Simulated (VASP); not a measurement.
# Al2O3 (P-6m2) in VASP: single point with PBEsol

Aim: the single point of Al2O3 with PBEsol.

Program: VASP 6.6.1. These are calculated values, not measurements. Logs are shortened: lines on timing, memory, paths and dates and some standing lists are left out, and cuts for length are marked.

### 1 The cell of the first run

The structure is hexagonal, space group P-6m2 (No. 187). Conventional cell: a = 2.884 Å, b = 2.884 Å, c = 9.337 Å, α = 90.00°, β = 90.00°, γ = 120.00°. Al (site symmetry 3m) has 6 O at 1.80 to 2.18 Å within 2.4 Å. Within 2.4 Å of O (site symmetry 3m) lie 3 Al at 1.80 Å. Within 2.9 Å of O (site symmetry -6m2) lie 6 Al at 2.18 Å and 12 O at 2.66 to 2.88 Å.

### 2 Single point, PBEsol

POSCAR

```
Al2O3
1.0
    2.8843250000      0.0000000000      0.0000000000
   -1.4421625000      2.4978987228      0.0000000000
    0.0000000000      0.0000000000      9.3367540000
Al O
2 3
Direct
    0.0000000000      0.0000000000      0.1499920000
    0.0000000000      0.0000000000      0.8500080000
    0.3333333333      0.6666666667      0.2223170000
    0.6666666667      0.3333333333      0.0000000000
    0.3333333333      0.6666666667      0.7776830000
```

INCAR.step1

```
  PREC = Accurate
  ENCUT = 520
  EDIFF = 1E-6
  ISMEAR = 0
  SIGMA = 0.01
  LREAL = False
  LASPH = True
  NELM = 100
  ALGO = Normal
  ISIF = 2
  LWAVE = False
  LCHARG = True
  GGA = PS
  NBANDS = 20
```

KPOINTS.step1

```
Automatic mesh
0
Gamma
  12 12 2
```

INCAR.step2

```
  PREC = Accurate
  ENCUT = 520
  EDIFF = 1E-6
  ISMEAR = -5
  SIGMA = 0.01
  LREAL = False
  LASPH = True
  NELM = 100
  ALGO = Normal
  ISIF = 2
  LWAVE = False
  LCHARG = False
  GGA = PS
  LORBIT = 10
  NEDOS = 2001
  ICHARG = 11
```

KPOINTS.step2

```
Automatic mesh
0
Gamma
  18 18 3
```

Potentials or basis: VASP PAW PBE potentials, release 64 (Al, O).

Command:

```
$ cat potpaw_PBE.64/Al/POTCAR potpaw_PBE.64/O/POTCAR > POTCAR
$ cp INCAR.step1 INCAR
$ cp KPOINTS.step1 KPOINTS
$ mpirun -np 1 vasp_std > vasp.out
$ cp INCAR.step2 INCAR
$ cp KPOINTS.step2 KPOINTS
$ mpirun -np 1 vasp_std > vasp.out
```

OUTCAR:

```text
PREC = Accurate
   ENCUT = 520
   EDIFF = 1E-6
   ISMEAR = -5
   LREAL = False
   LASPH = True
   NELM = 100
   ISIF = 2
   GGA = PS
   LORBIT = 10
   ICHARG = 11

 ion  position               nearest neighbor table
   1  0.000  0.000  0.150-   3 1.80   3 1.80   3 1.80   4 2.18   4 2.18   4 2.18   2 2.80
   2  0.000  0.000  0.850-   5 1.80   5 1.80   5 1.80   4 2.18   4 2.18   4 2.18   1 2.80
   3  0.333  0.667  0.222-   1 1.80   1 1.80   1 1.80
   4  0.667  0.333  0.000-   1 2.18   2 2.18   1 2.18   2 2.18   1 2.18   2 2.18
   5  0.333  0.667  0.778-   2 1.80   2 1.80   2 1.80

  LATTYP: Found a hexagonal cell.
 ALAT       =     2.8843250000
 C/A-ratio  =     3.2370672514

  Lattice vectors:

 A1 = (   2.8843250000,   0.0000000000,   0.0000000000)
 A2 = (  -1.4421625000,   2.4978987228,   0.0000000000)
 A3 = (   0.0000000000,   0.0000000000,   9.3367540000)

Analysis of symmetry for initial positions (statically):
=====================================================================
 Subroutine PRICEL returns:
 Original cell was already a primitive cell.

 Routine SETGRP: Setting up the symmetry group for a
 hexagonal supercell.

 Subroutine GETGRP returns: Found 12 space group operations
 (whereof 12 operations were pure point group operations)
 out of a pool of 24 trial point group operations.

The static configuration has the point symmetry D_3h.

Analysis of symmetry for dynamics (positions and initial velocities):
=====================================================================
 Subroutine PRICEL returns:
 Original cell was already a primitive cell.

 Routine SETGRP: Setting up the symmetry group for a
 hexagonal supercell.

 Subroutine GETGRP returns: Found 12 space group operations
 (whereof 12 operations were pure point group operations)
 out of a pool of 24 trial point group operations.

The dynamic configuration has the point symmetry D_3h.

 Subroutine INISYM returns: Found 12 space group operations
 (whereof 12 operations are pure point group operations),
 and found     1 'primitive' translations

----------------------------------------------------------------------------------------

                                     Primitive cell

  volume of cell :      67.2690

  direct lattice vectors                    reciprocal lattice vectors
     2.884325000  0.000000000  0.000000000     0.346701568  0.200168244  0.000000000
    -1.442162500  2.497898723  0.000000000     0.000000000  0.400336487  0.000000000
     0.000000000  0.000000000  9.336754000     0.000000000  0.000000000  0.107103604

  length of vectors
     2.884325000  2.884325000  9.336754000     0.400336487  0.400336487  0.107103604

  position of ions in fractional coordinates (direct lattice)
     0.000000000  0.000000000  0.149992000
     0.000000000  0.000000000  0.850008000
     0.333333333  0.666666667  0.222317000
     0.666666667  0.333333333  0.000000000
     0.333333333  0.666666667  0.777683000

  ion indices of the primitive-cell ions
   primitive index   ion index
                 1           1
                 2           2
                 3           3
                 4           4
                 5           5

----------------------------------------------------------------------------------------

 KPOINTS: Automatic mesh

Automatic generation of k-mesh.
 Grid dimensions read from file:
 generate k-points for:   18   18    3

 Generating k-lattice:

  Cartesian coordinates                     Fractional coordinates (reciprocal lattice)
     0.019261198  0.011120458  0.000000000     0.055555556  0.000000000  0.000000000
     0.000000000  0.022240916  0.000000000     0.000000000  0.055555556  0.000000000
     0.000000000  0.000000000  0.035701201     0.000000000  0.000000000  0.333333333

  Length of vectors
     0.022240916  0.022240916  0.035701201

  Shift w.r.t. Gamma in fractional coordinates (k-lattice)
     0.000000000  0.000000000  0.000000000

 TETIRR: Found    828 inequivalent tetrahedra from     5832

 Subroutine IBZKPT returns following result:
 ===========================================

 Found     74 irreducible k-points:

 Following reciprocal coordinates:
            Coordinates               Weight
  0.000000  0.000000  0.000000      1.000000
  0.055556  0.000000  0.000000      6.000000
  0.111111  0.000000  0.000000      6.000000
  0.166667  0.000000  0.000000      6.000000
  0.222222  0.000000  0.000000      6.000000
  0.277778 -0.000000  0.000000      6.000000
[... 16 lines left out ...]
  0.333333  0.111111  0.000000     12.000000
  0.388889  0.111111  0.000000     12.000000
 [... further k-points ...]
   k-points           NKPTS =     74   k-points in BZ     NKDIM =     74   number of bands    NBANDS=     16
   number of dos      NEDOS =   2001   number of ions     NIONS =      5
   total plane-waves  NPLWV =  40320
   dimension x,y,z NGX =    24 NGY =   24 NGZ =   70
   dimension x,y,z NGXF=    48 NGYF=   48 NGZF=  140
   ions per type =               2   3
   NGX,Y,Z   is equivalent  to a cutoff of  13.83, 13.83, 12.46 a.u.
   NGXF,Y,Z  is equivalent  to a cutoff of  27.67, 27.67, 24.93 a.u.
 SYSTEM =  unknown system
   PREC   = accura    normal or accurate (medium, high low for compatibility)
   ISTART =      0    job   : 0-new  1-cont  2-samecut
   ICHARG =     11    charge: 1-file 2-atom 10-const
   ISPIN  =      1    spin polarized calculation?
   LNONCOLLINEAR =      F non collinear calculations
   LSORBIT =      F    spin-orbit coupling
   LASPH  =      T    aspherical Exc in radial PAW
   ENCUT  =  520.0 eV  38.22 Ry    6.18 a.u.   5.36  5.36 17.36*2*pi/ulx,y,z
   NELM   =    100;   NELMIN=  2; NELMDL=  0     # of ELM steps
   EDIFF  = 0.1E-05   stopping-criterion for ELM
   LREAL  =      F    real-space projection
   EDIFFG = 0.1E-04   stopping-criterion for IOM
   NSW    =      0    number of steps for IOM
   IBRION =     -1    ionic relax: 0-MD 1-quasi-New 2-CG
   NFREE  =      0    steps in history (QN), initial steepest desc. (CG)
   ISIF   =      2    stress and relaxation
   ISYM   =      2    0-nonsym 1-usesym 2-fastsym
   POTIM  = 0.5000    time-step for ionic-motion
   TEBEG  =    0.0;   TEEND  =   0.0 temperature during run
   PSTRESS=    0.0 pullay stress
   NELECT =      24.0000    total number of electrons
   NUPDOWN=      -1.0000    fix difference up-down
   EMIN   =  10.00;   EMAX   =-10.00  energy-range for DOS
   EFERMI =   0.00;   METHOD = LEGACY
   ISMEAR =    -5;   SIGMA  =   0.01  broadening in eV -4-tet -1-fermi 0-gaus
   EFERMI_NEDOS =   21; number of points for ismear=-14 and -15
   IALGO  =     38    algorithm
   IMIX   =      4    mixing-type and parameters
     AMIX     =   0.40;   BMIX     =  1.00
     AMIX_MAG =   1.60;   BMIX_MAG =  1.00
  volume/ion in A,a.u.               =      13.45        90.79
  Fermi-wavevector in a.u.,A,eV,Ry     =   1.161111  2.194181 18.343074  1.348178
  Thomas-Fermi vector in A             =   2.297686
   LORBIT       =     10    0 simple, 1 ext, 2 COOP (PROOUT), +10 PAW based schemes
   GGA     = PS    functional components
   LHFCALC =     F    Hartree Fock is set to
   AEXX    =    0.0000 exact exchange contribution
   IVDW    =     0    specifies the selected vdW correction
   LEPSILON=     F    determine dielectric tensor
   LRPA    =     F    only Hartree local field effects (RPA)
 non-spin polarized calculation
 Fermi weights with tetrahedron method with Bloechl corrections
  energy-cutoff  :      520.00
  volume of cell :       67.27
 maximum number of plane-waves:      1841
 NGX is ok and might be reduce to    24

 number of electron      23.9999983 magnetization

 Free energy of the ion-electron system (eV)
  ---------------------------------------------------
  ext. energy  EPLUGINS =         0.00000000
  ---------------------------------------------------
  free energy    TOTEN  =       -38.13131144 eV

  energy without entropy =      -38.13131144  energy(sigma->0) =      -38.13131144

 E-fermi :   0.8154     XC(G=0):  -8.6149

 val. band max:        0.8107278310   @ k =   0.1111   0.1111   0.0000
 cond. band min:       5.5433651747   @ k =   0.0000   0.0000   0.0000
 fundamental gap:      4.7326373437
 Fermi energy:         0.8154123489

 k-point     1 :       0.0000    0.0000    0.0000
  band No.  band energies     occupation
      1     -17.8479      2.00000
      2     -16.8127      2.00000
      3     -15.6090      2.00000
      4      -4.1999      2.00000
      5      -1.3277      2.00000
      6      -0.6827      2.00000
[... 8 lines left out ...]
     15       8.5483      0.00000
     16       9.9883      0.00000

 k-point     2 :       0.0556    0.0000    0.0000
  band No.  band energies     occupation
      1     -17.8097      2.00000
      2     -16.7840      2.00000
      3     -15.5946      2.00000
      4      -4.1767      2.00000
      5      -1.4141      2.00000
      6      -0.7695      2.00000
[... 8 lines left out ...]
     15       8.6626      0.00000
     16      10.0847      0.00000

 k-point     3 :       0.1111    0.0000    0.0000
  band No.  band energies     occupation
      1     -17.6966      2.00000
      2     -16.6994      2.00000
      3     -15.5537      2.00000
      4      -4.1161      2.00000
      5      -1.7185      2.00000
      6      -1.0560      2.00000
[... 8 lines left out ...]
     15       8.9735      0.00000
     16      10.3627      0.00000

 k-point     4 :       0.1667    0.0000    0.0000
  band No.  band energies     occupation
      1     -17.5145      2.00000
      2     -16.5663      2.00000
      3     -15.4938      2.00000
      4      -4.0504      2.00000
      5      -2.2553      2.00000
      6      -1.5251      2.00000
[... 8 lines left out ...]
     15       9.3925      0.00000
     16      10.7596      0.00000

 k-point     5 :       0.2222    0.0000    0.0000
  band No.  band energies     occupation
      1     -17.2735      2.00000
      2     -16.3963      2.00000
      3     -15.4266      2.00000
      4      -4.0480      2.00000
      5      -2.9297      2.00000
      6      -1.9839      2.00000
[... 8 lines left out ...]
     15       9.7829      0.00000
     16      11.0958      0.00000

 k-point     6 :       0.2778   -0.0000    0.0000
  band No.  band energies     occupation
      1     -16.9888      2.00000
      2     -16.2064      2.00000
      3     -15.3684      2.00000
      4      -4.1901      2.00000
      5      -3.6269      2.00000
      6      -2.5029      2.00000
[... 8 lines left out ...]
     15       9.9802      0.00000
     16      11.1752      0.00000
[... 267 lines left out ...]
 k-point    21 :       0.2222    0.1111    0.0000
  band No.  band energies     occupation
      1     -16.8986      2.00000
      2     -16.1476      2.00000
      3     -15.3507      2.00000
      4      -4.1927      2.00000
      5      -3.5915      2.00000
      6      -2.8074      2.00000
[... 8 lines left out ...]
     15      10.3014      0.00000
     16      11.3826      0.00000

 k-point    22 :       0.2778    0.1111    0.0000
  band No.  band energies     occupation
      1     -16.6016      2.00000
      2     -15.9692      2.00000
      3     -15.3260      2.00000
      4      -4.4271      2.00000
      5      -4.1873      2.00000
      6      -3.1109      2.00000
[... 8 lines left out ...]
     15      10.2823      0.00000
     16      11.3600      0.00000

 k-point    23 :       0.3333    0.1111    0.0000
  band No.  band energies     occupation
      1     -16.3131      2.00000
      2     -15.8169      2.00000
      3     -15.3411      2.00000
      4      -4.6708      2.00000
      5      -4.6654      2.00000
      6      -3.3334      2.00000
[... 8 lines left out ...]
     15      10.3367      0.00000
     16      11.7621      0.00000

 k-point    24 :       0.3889    0.1111    0.0000
  band No.  band energies     occupation
      1     -16.0767      2.00000
      2     -15.7138      2.00000
      3     -15.3929      2.00000
      4      -4.9738      2.00000
      5      -4.8472      2.00000
      6      -3.4707      2.00000
[... 8 lines left out ...]
     15      10.2222      0.00000
     16      11.9155      0.00000

 [... further k-points ...]
[... 5 lines left out ...]
  --------------------------------------------------------------------------------------
  -------------------------------------------------------------------------------------
  Total       -1.2763397     -1.2763397     -0.9135706      0.0000000     -0.0000000      0.0000000
  in kB      -30.3991828    -30.3991828    -21.7589405      0.0000000     -0.0000000      0.0000000
  external PRESSURE =     -27.5191020 kB  Pullay stress =       0.0000000 kB

 VOLUME and BASIS-vectors are now :
 -----------------------------------------------------------------------------
  energy-cutoff  :      520.00
  volume of cell :       67.27
      direct lattice vectors                 reciprocal lattice vectors
     2.884325000  0.000000000  0.000000000     0.346701568  0.200168244  0.000000000
    -1.442162500  2.497898723  0.000000000     0.000000000  0.400336487  0.000000000
     0.000000000  0.000000000  9.336754000     0.000000000  0.000000000  0.107103604

 POSITION                                       TOTAL-FORCE (eV/Angst)
 -----------------------------------------------------------------------------------
      0.00000      0.00000      1.40044         0.000000      0.000000     -0.086200
      0.00000      0.00000      7.93632         0.000000      0.000000      0.086200
     -0.00000      1.66527      2.07572         0.000000      0.000000     -0.143441
      1.44216      0.83263      0.00000        -0.000000      0.000000      0.000000
     -0.00000      1.66527      7.26103        -0.000000     -0.000000      0.143441
 -----------------------------------------------------------------------------------
    total drift:                                0.000907     -0.000524      0.000000

  FREE ENERGIE OF THE ION-ELECTRON SYSTEM (eV)
  ---------------------------------------------------
  free  energy   TOTEN  =       -38.1313114354 eV

  energy  without entropy=      -38.1313114354  energy(sigma->0) =      -38.13131144

 total charge

# of ion       s       p       d       tot
------------------------------------------
    1        0.327   0.402   0.000   0.729
    2        0.327   0.402   0.000   0.729
    3        1.548   3.620   0.000   5.169
    4        1.549   3.481   0.000   5.030
    5        1.548   3.620   0.000   5.169
--------------------------------------------------
tot          5.300  11.525   0.000  16.825
```

Run time: 56 s. Hardware: 1 thread of Intel Xeon Platinum 8488C (Sapphire Rapids), shared host; peak memory 0.21 GiB.

What came out:

```
Valence electrons inside the program's atomic spheres : Al 0.73; O 5.17, 5.03 (each value once)
```

Levels at points of the mesh, in eV from the valence-band top:
```csv
k point,band 10,band 11,band 12,band 13,band 14,band 15
"(0.00, 0.00, 0.00)",-0.53,-0.53,-0.25,4.73,7.41,7.74
"(0.50, 0.00, 0.00)",-1.01,-0.83,-0.59,7.69,8.76,8.90
```

Caveat: the PAW data sets were made with another functional, which shifts forces and pressure a little.
